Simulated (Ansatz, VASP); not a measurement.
Given: the input of a run of Ansatz 0.2.0 on In.

input.yaml

```yaml
crystal:
  lattice:
    - [3.3392736332, 0.0, 0.0]
    - [-1.6696368166, 2.8918957965, 0.0]
    - [0.0, 0.0, 23.20746325]
  atoms:
    - { symbol: In, position: [0.6666666667, 0.3333333333, 0.3231719003] }
    - { symbol: In, position: [0.3333333333, 0.6666666667, 0.4413060572] }
    - { symbol: In, position: [0.6666666667, 0.3333333333, 0.5586939428] }
    - { symbol: In, position: [0.3333333333, 0.6666666667, 0.6768280997] }
kpoints:
  mp_grid: { grid: [9, 9, 1] }
scf:
  occupations: { method: fermi_dirac, width: 0.05 }
hamiltonian:
  xc: pbe
  pseudopotentials: { kind: all_electron, lapw: { basis_error: 0.001 } }
output:
  forces: true
  stress: true
  eigenvalues: true
  populations: true
```

Potentials or basis: all-electron LAPW, scalar-relativistic.

Command:

```console
$ ansatz run input.yaml --threads 4 --pin off --max-ram 14336MiB --backend cpu --events-out ev --progress --plain --runs-dir out
```

**Question.** Translate it to VASP 6.6.1. Potentials there: VASP PAW PBE potentials, release 64 (In_d).

**Answer.** As run (the cutoff follows the program's own potentials):

File INCAR:

```
SYSTEM = In
ALGO     = Normal         ! electronic algorithm
EDIFF    = 1E-7           ! SCF threshold, eV
ENCUT    = 520            ! plane-wave cutoff, eV
GGA      = PE             ! functional
ISIF     = 2              ! what is computed and relaxed
ISMEAR   = -1             ! smearing method
LASPH    = .TRUE.         ! aspherical terms in the spheres
LCHARG   = .TRUE.         ! write CHGCAR
LELF     = .TRUE.         ! ELF
LREAL    = .FALSE.        ! projectors in reciprocal space
LVHAR    = .TRUE.       
LWAVE    = .FALSE.        ! write WAVECAR
NBANDS   = 34             ! bands
NELM     = 60             ! most SCF steps
PREC     = Accurate       ! precision mode
SIGMA    = 0.05           ! smearing width, eV
```

KPOINTS

```
k-points
0
G
  9 9 1
  0 0 0
```

POSCAR

```
In
1.0
    3.3392736332      0.0000000000      0.0000000000
   -1.6696368166      2.8918957965      0.0000000000
    0.0000000000      0.0000000000     23.2074632500
In
4
Direct
    0.6666666667      0.3333333333      0.3231719003
    0.3333333333      0.6666666667      0.4413060572
    0.6666666667      0.3333333333      0.5586939428
    0.3333333333      0.6666666667      0.6768280997
```

Potentials or basis: VASP PAW PBE potentials, release 64 (In_d).

Command:

```console
$ cat potpaw_PBE.64/In_d/POTCAR > POTCAR
$ mpirun -np 1 vasp_std > vasp.out
```

Both were run:

|  | VASP | Ansatz | Ansatz less VASP |
| --- | --- | --- | --- |
| gap on the k mesh at the Fermi level (eV) | none | none | - |
| rms of the force components (eV/Å) | 0.056 | 0.056 | 0.0000 |

Atom by atom the forces differ by 0.001 eV/Å (rms over components). A gap of «none» marks a metal or a gap that the smearing closes. Ansatz ran all-electron here, and VASP with PAW potentials.
